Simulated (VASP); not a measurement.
Input of a VASP 6.6.1 run:

The input INCAR:

```
PREC = Accurate
ENCUT = 600
EDIFF = 1E-8
ISMEAR = -1
SIGMA = 0.05
LREAL = False
LASPH = True
NELM = 80
ALGO = Normal
ISIF = 3
LWAVE = False
LCHARG = True
GGA = PS
IBRION = 6
NFREE = 2
POTIM = 0.015
NSW = 1
```

KPOINTS

```
regular mesh
0
Gamma
  7 7 7
```

Contents of POSCAR:

```
I
1.0
    0.0000000000      2.3656004428      3.9098401324
    2.1922454667      0.0000000000      3.9098401324
    2.1922454667      2.3656004428      0.0000000000
I
1
Direct
    0.0000000000      0.0000000000      0.0000000000
```

Potentials or basis: VASP PAW PBE potentials, release 64 (I).

Run with:

```sh
$ cat potpaw_PBE.64/I/POTCAR > POTCAR
$ mpirun -np 1 vasp_std > vasp.out
```

(1) Predict the Voigt bulk modulus.

Answers

(1) 24 GPa.

Caveat: the cell is under stress, which shifts elastic constants; the PAW data sets were made with another functional, which shifts forces and pressure a little.
